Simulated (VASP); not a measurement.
# SnO2 (P4_2/mnm) in VASP: notebook

SnO2 is run at these levels: PBE; tasks: single point, relaxation of shape and atoms at fixed volume.

All numbers are computed with VASP 6.6.1; they aren't measurements. Logs are shortened: lines on timing, memory, paths and dates and some standing lists are left out, and cuts for length are marked.

### 1 The cell of the first run

The structure is tetragonal, space group P4_2/mnm (No. 136). The conventional cell has a = 4.787 Å, b = 4.787 Å, c = 3.227 Å, α = 90.00°, β = 90.00°, γ = 90.00°. Within 2.7 Å of Sn (site symmetry mmm) lie 6 O at 2.07 to 2.08 Å. O (site symmetry m2m) has 3 Sn at 2.07 to 2.08 Å and 1 O at 2.62 Å within 2.7 Å.

### 2 Single point, PBE (12.33 Å³/atom)

INCAR

```
  PREC = Accurate
  ENCUT = 600
  EDIFF = 1E-6
  ISMEAR = 0
  SIGMA = 0.01
  LREAL = F
  LASPH = T
  NELM = 120
  ALGO = Normal
  ISIF = 2
  LWAVE = F
  LCHARG = F
  GGA = PE
  NBANDS = 35
  GGA_COMPAT = F
```

KPOINTS

```
Automatic mesh
0
Gamma
  6 6 8
```

POSCAR

```
SnO2
1.0
    4.7870889524      0.0000000000      0.0000000000
    0.0000000000      4.7870889524      0.0000000000
    0.0000000000      0.0000000000      3.2271447180
Sn O
2 4
Direct
    0.0000000000      0.0000000000      0.0000000000
    0.5000000000      0.5000000000      0.5000000000
    0.3061787010      0.3061787010      0.0000000000
    0.1938212990      0.8061787010      0.5000000000
    0.6938212990      0.6938212990      0.0000000000
    0.8061787010      0.1938212990      0.5000000000
```

Potentials or basis: VASP PAW PBE potentials, release 64 (Sn_d, O).

Command:

```sh
$ cat potpaw_PBE.64/Sn_d/POTCAR potpaw_PBE.64/O/POTCAR > POTCAR
$ mpirun -np 1 vasp_std > vasp.out
```

OUTCAR:

```text
PREC = Accurate
   ENCUT = 600
   EDIFF = 1E-6
   ISMEAR = 0
   LREAL = F
   LASPH = T
   NELM = 120
   ISIF = 2
   GGA = PE

 ion  position               nearest neighbor table
   1  0.000  0.000  0.000-   3 2.07   5 2.07   4 2.08   6 2.08   4 2.08   6 2.08   2 3.75   2 3.75
                             2 3.75   2 3.75   2 3.75   2 3.75   2 3.75   2 3.75
   2  0.500  0.500  0.500-   4 2.07   6 2.07   5 2.08   3 2.08   3 2.08   5 2.08   1 3.75   1 3.75
                             1 3.75   1 3.75   1 3.75   1 3.75   1 3.75   1 3.75
   3  0.306  0.306  0.000-   1 2.07   2 2.08   2 2.08
   4  0.194  0.806  0.500-   2 2.07   1 2.08   1 2.08
   5  0.694  0.694  0.000-   1 2.07   2 2.08   2 2.08
   6  0.806  0.194  0.500-   2 2.07   1 2.08   1 2.08

  LATTYP: Found a simple tetragonal cell.
 ALAT       =     4.7870889524
 C/A-ratio  =     0.6741351059

  Lattice vectors:

 A1 = (   4.7870889524,   0.0000000000,   0.0000000000)
 A2 = (   0.0000000000,   4.7870889524,   0.0000000000)
 A3 = (   0.0000000000,   0.0000000000,   3.2271447180)

Analysis of symmetry for initial positions (statically):
=====================================================================
 Subroutine PRICEL returns:
 Original cell was already a primitive cell.

 Routine SETGRP: Setting up the symmetry group for a
 simple tetragonal supercell.

 Subroutine GETGRP returns: Found 16 space group operations
 (whereof  8 operations were pure point group operations)
 out of a pool of 16 trial point group operations.

The static configuration has the point symmetry D_2h.
 The point group associated with its full space group is D_4h.

Analysis of symmetry for dynamics (positions and initial velocities):
=====================================================================
 Subroutine PRICEL returns:
 Original cell was already a primitive cell.

 Routine SETGRP: Setting up the symmetry group for a
 simple tetragonal supercell.

 Subroutine GETGRP returns: Found 16 space group operations
 (whereof  8 operations were pure point group operations)
 out of a pool of 16 trial point group operations.

The dynamic configuration has the point symmetry D_2h.
 The point group associated with its full space group is D_4h.

 Subroutine INISYM returns: Found 16 space group operations
 (whereof  8 operations are pure point group operations),
 and found     1 'primitive' translations

----------------------------------------------------------------------------------------

                                     Primitive cell

  volume of cell :      73.9540

  direct lattice vectors                    reciprocal lattice vectors
     4.787088952  0.000000000  0.000000000     0.208895220  0.000000000  0.000000000
[... 102 lines left out ...]
   POTIM  = 0.5000    time-step for ionic-motion
   TEBEG  =    0.0;   TEEND  =   0.0 temperature during run
   PSTRESS=    0.0 pullay stress
   NELECT =      52.0000    total number of electrons
   NUPDOWN=      -1.0000    fix difference up-down
   EMIN   =  10.00;   EMAX   =-10.00  energy-range for DOS
   EFERMI =   0.00;   METHOD = LEGACY
   ISMEAR =     0;   SIGMA  =   0.01  broadening in eV -4-tet -1-fermi 0-gaus
   EFERMI_NEDOS =   21; number of points for ismear=-14 and -15
   IALGO  =     38    algorithm
   IMIX   =      4    mixing-type and parameters
     AMIX     =   0.40;   BMIX     =  1.00
     AMIX_MAG =   1.60;   BMIX_MAG =  1.00
  volume/ion in A,a.u.               =      12.33        83.18
  Fermi-wavevector in a.u.,A,eV,Ry     =   1.455757  2.750981 28.833842  2.119228
  Thomas-Fermi vector in A             =   2.572754
   LORBIT       =      0    0 simple, 1 ext, 2 COOP (PROOUT), +10 PAW based schemes
   GGA     = PE    functional components
   LHFCALC =     F    Hartree Fock is set to
   AEXX    =    0.0000 exact exchange contribution
   IVDW    =     0    specifies the selected vdW correction
   LEPSILON=     F    determine dielectric tensor
   LRPA    =     F    only Hartree local field effects (RPA)
 non-spin polarized calculation
 Gauss-broadening in eV      SIGMA  =   0.01
  energy-cutoff  :      600.00
  volume of cell :       73.95
 maximum number of plane-waves:      2497
 NGX is ok and might be reduce to    40
   NGX = 19   NGY = 19   NGZ = 13

 number of electron      52.0000005 magnetization

 Free energy of the ion-electron system (eV)
  ---------------------------------------------------
  ext. energy  EPLUGINS =         0.00000000
  ---------------------------------------------------
  free energy    TOTEN  =       -37.29668525 eV

  energy without entropy =      -37.29668525  energy(sigma->0) =      -37.29668525

 E-fermi :   5.8529     XC(G=0): -11.0844

 val. band max:        5.7606686084   @ k =   0.0000   0.0000   0.0000
 cond. band min:       6.6250069158   @ k =   0.0000   0.0000   0.0000
 fundamental gap:      0.8643383074
 Fermi energy:         5.8528992763

 k-point     1 :       0.0000    0.0000    0.0000
  band No.  band energies     occupation
      1     -15.2987      2.00000
      2     -14.5777      2.00000
      3     -14.3729      2.00000
      4     -14.3456      2.00000
      5     -14.3456      2.00000
      6     -14.2833      2.00000
[... 901 lines left out ...]
     34      17.9428      0.00000
     35      18.1546      0.00000

 [... further k-points ...]

------------------------ aborting loop because EDIFF is reached ----------------------------------------

  FORCE on cell =-STRESS in cart. coord.  units (eV):
  Direction    XX          YY          ZZ          XY          YZ          ZX
  --------------------------------------------------------------------------------------
  -------------------------------------------------------------------------------------
  Total        1.8227167      1.8227167      1.9552760      0.0000000      0.0000000      0.0000000
  in kB       39.4882883     39.4882883     42.3601234      0.0000000      0.0000000      0.0000000
  external PRESSURE =      40.4455667 kB  Pullay stress =       0.0000000 kB

 VOLUME and BASIS-vectors are now :
 -----------------------------------------------------------------------------
  energy-cutoff  :      600.00
  volume of cell :       73.95
      direct lattice vectors                 reciprocal lattice vectors
     4.787088952  0.000000000  0.000000000     0.208895220  0.000000000  0.000000000
     0.000000000  4.787088952  0.000000000     0.000000000  0.208895220  0.000000000
     0.000000000  0.000000000  3.227144718     0.000000000  0.000000000  0.309871446

 POSITION                                       TOTAL-FORCE (eV/Angst)
 -----------------------------------------------------------------------------------
      0.00000      0.00000      0.00000        -0.000000     -0.000000      0.000000
      2.39354      2.39354      1.61357        -0.000000     -0.000000      0.000000
      1.46570      1.46570      0.00000        -0.010528     -0.010528     -0.000000
      0.92784      3.85925      1.61357         0.010528     -0.010528      0.000000
      3.32138      3.32138      0.00000         0.010528      0.010528      0.000000
      3.85925      0.92784      1.61357        -0.010528      0.010528      0.000000
 -----------------------------------------------------------------------------------
    total drift:                               -0.000000      0.000000      0.000000

  FREE ENERGIE OF THE ION-ELECTRON SYSTEM (eV)
  ---------------------------------------------------
  free  energy   TOTEN  =       -37.2966852452 eV

  energy  without entropy=      -37.2966852452  energy(sigma->0) =      -37.29668525
```

stdout:

```text
POSCAR found type information on POSCAR SnO
 POSCAR found :  2 types and       6 ions
 scaLAPACK will be used
 LDA part: xc-table for (Slater+PW92), standard interpolation
 POSCAR, INCAR and KPOINTS ok, starting setup
 FFT: planning ... GRIDC
 FFT: planning ... GRID_SOFT
 FFT: planning ... GRID
 WAVECAR not read
 entering main loop
```

Wall time 2.9 min (1 thread of Oxide Virtual Turin-like, shared host); peak memory 0.24 GiB.

Results:

```yaml
Free_energy: -37.2967 eV
Pressure: 4.0 GPa
Largest_force: 0.015 eV/Å
Band_gap_on_the_k_mesh: 0.86 eV
```

Forces in eV/Å, atoms in the order of the input:
```
Sn   0.000  0.000  0.000
Sn   0.000  0.000  0.000
O   -0.011 -0.011  0.000
O    0.011 -0.011  0.000
O    0.011  0.011  0.000
O   -0.011  0.011  0.000
```

Stress tensor (GPa, compression positive):
```
3.95 0.00 0.00
0.00 3.95 0.00
0.00 0.00 4.24
```

Levels at points of the mesh, in eV from the valence-band top:
```tsv
k point	band 22	band 23	band 24	band 25	band 26	band 27	band 28	band 29	band 30	band 31
(0.00, 0.00, 0.00)	-1.26	-1.26	-0.75	-0.75	0.00	0.86	5.85	6.13	6.13	10.22
(0.50, 0.00, 0.00)	-1.93	-1.21	-1.21	-0.61	-0.61	4.08	4.08	6.89	6.89	10.65
(0.50, 0.50, 0.00)	-1.92	-1.33	-1.33	-0.87	-0.87	4.48	4.48	7.28	7.28	10.72
(0.00, 0.00, 0.50)	-2.60	-1.58	-1.58	-1.21	-1.21	5.80	5.80	9.52	9.52	10.41
(0.50, 0.00, 0.50)	-1.69	-1.05	-1.05	-0.73	-0.73	6.07	6.07	7.80	7.80	10.71
(0.50, 0.50, 0.50)	-2.40	-0.93	-0.93	-0.80	-0.80	4.53	4.53	8.74	8.74	10.71
```

Caveat: the cell stands under pressure; spin-orbit coupling is left out, which moves the levels of the heavy elements.

### 3 Single point, PBE (12.83 Å³/atom)

This run uses another cell than the first one, of 12.83 Å³/atom.

INCAR

```
SYSTEM = SnO2
PREC = Accurate ; ENCUT = 600
EDIFF = 1E-6 ; ISMEAR = 0
SIGMA = 0.01 ; LREAL = .False.
LASPH = .True. ; NELM = 120
ALGO = Normal ; ISIF = 2
LWAVE = .False. ; LCHARG = .False.
GGA = PE ; NBANDS = 35
GGA_COMPAT = .False.
```

KPOINTS

```
regular mesh
0
Gamma
  6 6 8
  0 0 0
```

POSCAR

```
SnO2
1.0
    4.8681972182      0.0000000000      0.0000000000
    0.0000000000      4.8681972182      0.0000000000
    0.0000000000      0.0000000000      3.2478742398
Sn O
2 4
Direct
    0.0000000000      0.0000000000      0.0000000000
    0.5000000000      0.5000000000      0.5000000000
    0.3070603521      0.3070603521      0.0000000000
    0.1929396479      0.8070603521      0.5000000000
    0.6929396479      0.6929396479      0.0000000000
    0.8070603521      0.1929396479      0.5000000000
```

Potentials or basis: VASP PAW PBE potentials, release 64 (Sn_d, O).

Command:

```sh
$ cat potpaw_PBE.64/Sn_d/POTCAR potpaw_PBE.64/O/POTCAR > POTCAR
$ mpirun -np 1 vasp_std > vasp.out
```

Run time: 3.4 min. Hardware: 1 thread of Oxide Virtual Turin-like, shared host; peak memory 0.24 GiB.

The run converged. Its results:

```yaml
Free_energy: -37.3118 eV
Pressure: -2.7 GPa
Largest_force: 0.017 eV/Å
Band_gap_on_the_k_mesh: 0.49 eV
```

Forces on the atoms (eV/Å):
```
Sn   0.000  0.000  0.000
Sn   0.000  0.000  0.000
O   -0.012 -0.012  0.000
O    0.012 -0.012  0.000
O    0.012  0.012  0.000
O   -0.012  0.012  0.000
```

Stress tensor (GPa, compression positive):
```
-2.82  0.00  0.00
 0.00 -2.82  0.00
 0.00  0.00 -2.54
```

Levels at points of the mesh, in eV from the valence-band top:
| k point | band 23 | band 24 | band 25 | band 26 | band 27 | band 28 | band 29 | band 30 |
| --- | --- | --- | --- | --- | --- | --- | --- | --- |
| (0.00, 0.00, 0.00) | -1.25 | -0.73 | -0.73 | 0.00 | 0.49 | 5.53 | 5.99 | 5.99 |
| (0.50, 0.00, 0.00) | -1.20 | -1.20 | -0.60 | -0.60 | 3.69 | 3.69 | 6.73 | 6.73 |
| (0.50, 0.50, 0.00) | -1.32 | -1.32 | -0.84 | -0.84 | 4.07 | 4.07 | 7.03 | 7.03 |
| (0.00, 0.00, 0.50) | -1.47 | -1.47 | -1.16 | -1.16 | 5.38 | 5.38 | 9.21 | 9.21 |
| (0.50, 0.00, 0.50) | -0.99 | -0.99 | -0.77 | -0.77 | 5.63 | 5.63 | 7.42 | 7.42 |
| (0.50, 0.50, 0.50) | -0.91 | -0.91 | -0.76 | -0.76 | 4.19 | 4.19 | 8.48 | 8.48 |

Caveat: semilocal functionals underestimate gaps, and a narrow one can read as zero; spin-orbit coupling is left out, which moves the levels of the heavy elements.

### 4 Relaxation of shape and atoms at fixed volume, PBE (12.33 Å³/atom)

INCAR

```
SYSTEM = SnO2
  PREC = Accurate
  ENCUT = 600
  EDIFF = 1E-7
  ISMEAR = 0
  SIGMA = 0.01
  LREAL = .False.
  LASPH = .True.
  NELM = 120
  ALGO = Normal
  ISIF = 4
  LWAVE = .False.
  LCHARG = .False.
  GGA = PE
  IBRION = 2
  NSW = 80
  EDIFFG = -0.001
  GGA_COMPAT = .False.
  NELMIN = 4
```

KPOINTS is that of step 3.

POSCAR

```
SnO2
1.0
    4.7949965919      0.0000000000      0.0000000000
    0.0000000000      4.7949965919      0.0000000000
    0.0000000000      0.0000000000      3.2165094426
Sn O
2 4
Direct
    0.0000000000      0.0000000000      0.0000000000
    0.5000000000      0.5000000000      0.5000000000
    0.3065699204      0.3065699204      0.0000000000
    0.1934300796      0.8065699204      0.5000000000
    0.6934300796      0.6934300796      0.0000000000
    0.8065699204      0.1934300796      0.5000000000
```

Command:

```sh
$ cat potpaw_PBE.64/Sn_d/POTCAR potpaw_PBE.64/O/POTCAR > POTCAR
$ mpirun -np 1 vasp_std > vasp.out
```

It took 8.4 min on 1 thread of Oxide Virtual Turin-like, shared host; peak memory 0.25 GiB.

The run converged. Its results:

* Free energy: -37.2968 eV
* Energy gained by relaxing: 0.3 meV/atom
* Ionic steps: 5
* Pressure after relaxing: 4.0 GPa
* Band gap on the k mesh: 0.86 eV

The path:
```csv
step,energy change (eV),largest force (eV/Å),pressure (GPa),volume (Å³)
1,0.0000,0.0883,4.31,73.95
2,-0.0019,0.0214,3.98,73.95
3,-0.0019,0.0171,3.99,73.95
4,-0.0019,0.0043,3.98,73.95
5,-0.0019,0.0004,3.98,73.95
```

Final structure:
```cif
data_structure
_symmetry_space_group_name_H-M 'P 1'
_symmetry_Int_Tables_number 1
_cell_length_a 4.7850
_cell_length_b 4.7850
_cell_length_c 3.2299
_cell_angle_alpha 90.000
_cell_angle_beta 90.000
_cell_angle_gamma 90.000
_cell_volume 73.95
loop_
_atom_site_label
_atom_site_type_symbol
_atom_site_fract_x
_atom_site_fract_y
_atom_site_fract_z
_atom_site_occupancy
Sn1 Sn 0.00000 0.00000 0.00000 1
Sn2 Sn 0.50000 0.50000 0.50000 1
O1 O 0.30611 0.30611 0.00000 1
O2 O 0.19389 0.80611 0.50000 1
O3 O 0.69389 0.69389 0.00000 1
O4 O 0.80611 0.19389 0.50000 1
```

Levels at points of the mesh, in eV from the valence-band top:
```
           k point  band 23  band 24  band 25  band 26  band 27  band 28  band 29  band 30
(0.00, 0.00, 0.00)    -1.26    -0.75    -0.75     0.00     0.86     5.84     6.12     6.12
(0.50, 0.00, 0.00)    -1.21    -1.21    -0.61    -0.61     4.08     4.08     6.88     6.88
(0.50, 0.50, 0.00)    -1.34    -1.34    -0.86    -0.86     4.48     4.48     7.27     7.27
(0.00, 0.00, 0.50)    -1.58    -1.58    -1.21    -1.21     5.80     5.80     9.52     9.52
(0.50, 0.00, 0.50)    -1.05    -1.05    -0.72    -0.72     6.07     6.07     7.80     7.80
(0.50, 0.50, 0.50)    -0.93    -0.93    -0.79    -0.79     4.52     4.52     8.74     8.74
```

Caveat: spin-orbit coupling is left out, which moves the levels of the heavy elements.

### 5 Relaxation of shape and atoms at fixed volume, PBE (12.83 Å³/atom)

This run uses another cell than the first one, of 12.83 Å³/atom.

INCAR

```
SYSTEM = SnO2
PREC = Accurate
ENCUT = 600
EDIFF = 1E-7
ISMEAR = 0
SIGMA = 0.01
LREAL = .False.
LASPH = .True.
NELM = 120
ALGO = Normal
ISIF = 4
LWAVE = .False.
LCHARG = .False.
GGA = PE
IBRION = 2
NSW = 80
EDIFFG = -0.001
GGA_COMPAT = .False.
NELMIN = 4
```

KPOINTS

```
Automatic mesh
0
Gamma
  6 6 8
  0 0 0
```

POSCAR, as its differences from that of step 4:

```diff
@@ -2,5 +2,5 @@
 1.0
-    4.7949965919      0.0000000000      0.0000000000
-    0.0000000000      4.7949965919      0.0000000000
-    0.0000000000      0.0000000000      3.2165094426
+    4.8593666433      0.0000000000      0.0000000000
+    0.0000000000      4.8593666433      0.0000000000
+    0.0000000000      0.0000000000      3.2596892184
 Sn O
```

Command:

```sh
$ cat potpaw_PBE.64/Sn_d/POTCAR potpaw_PBE.64/O/POTCAR > POTCAR
$ mpirun -np 1 vasp_std > vasp.out
```

Wall time 7.8 min (1 thread of Oxide Virtual Turin-like, shared host); peak memory 0.25 GiB.

Results (log left out):

```yaml
Free_energy: -37.3119 eV
Energy_gained_by_relaxing: 0.1 meV/atom
Ionic_steps: 6
Pressure_after_relaxing: -2.8 GPa
Band_gap_on_the_k_mesh: 0.48 eV
```

The path:
```
step  energy change (eV)  largest force (eV/Å)  pressure (GPa)  volume (Å³)
   1              0.0000                0.0531           -3.03        76.97
   2             -0.0008                0.0008           -2.85        76.97
   3             -0.0008                0.0063           -2.82        76.97
   4             -0.0008                0.0077           -2.82        76.97
   5             -0.0008                0.0017           -2.82        76.97
   6             -0.0008                0.0000           -2.82        76.97
```

Final structure:
```yaml
crystal:
  lattice:
    - [4.86594, 0.00000, 0.00000]
    - [0.00000, 4.86594, 0.00000]
    - [0.00000, 0.00000, 3.25089]
  atoms:
    - { symbol: Sn, position: [0.00000, 0.00000, 0.00000] }
    - { symbol: Sn, position: [0.50000, 0.50000, 0.50000] }
    - { symbol: O, position: [0.30694, 0.30694, 0.00000] }
    - { symbol: O, position: [0.19306, 0.80694, 0.50000] }
    - { symbol: O, position: [0.69306, 0.69306, 0.00000] }
    - { symbol: O, position: [0.80694, 0.19306, 0.50000] }
```

Levels at points of the mesh, in eV from the valence-band top:
```
           k point  band 23  band 24  band 25  band 26  band 27  band 28  band 29  band 30
(0.00, 0.00, 0.00)    -1.25    -0.73    -0.73     0.00     0.48     5.53     5.98     5.98
(0.50, 0.00, 0.00)    -1.20    -1.20    -0.60    -0.60     3.69     3.69     6.72     6.72
(0.50, 0.50, 0.00)    -1.32    -1.32    -0.84    -0.84     4.07     4.07     7.03     7.03
(0.00, 0.00, 0.50)    -1.47    -1.47    -1.16    -1.16     5.38     5.38     9.21     9.21
(0.50, 0.00, 0.50)    -0.99    -0.99    -0.77    -0.77     5.63     5.63     7.43     7.43
(0.50, 0.50, 0.50)    -0.91    -0.91    -0.76    -0.76     4.18     4.18     8.49     8.49
```

Caveat: semilocal functionals underestimate gaps, and a narrow one can read as zero; spin-orbit coupling is left out, which moves the levels of the heavy elements.

### 6 Summary

| task | cell | gap on the mesh (eV) | pressure (GPa) | largest force (eV/Å) |
| --- | --- | --- | --- | --- |
| single point | a = 4.787, b = 4.787, c = 3.227 Å, 6 atoms, atomic positions A | 0.86 | 4.0 | 0.01 |
| single point | a = 4.868, b = 4.868, c = 3.248 Å, 6 atoms, atomic positions B | 0.49 | -2.7 | 0.02 |
| relaxation of shape and atoms at fixed volume | relaxed from a = 4.795, b = 4.795, c = 3.217 Å, 6 atoms, atomic positions C | 0.86 | 4.0 | - |
| relaxation of shape and atoms at fixed volume | relaxed from a = 4.859, b = 4.859, c = 3.260 Å, 6 atoms, atomic positions C | 0.48 | -2.8 | - |

Alike in all rows: level PBE; potentials or basis VASP PAW PBE potentials, release 64 (Sn_d, O); no spin polarisation; k mesh 6 × 6 × 8; cutoff (eV) 600; smearing gaussian 0.01 eV.

Caveats: spin-orbit coupling is left out, which moves the levels of the heavy elements; semilocal functionals underestimate gaps, and a narrow one can read as zero (at least some runs); the cell stands under pressure (at least some runs).

Total energies depend on the potentials used, so only differences within one code and one set of settings carry meaning.
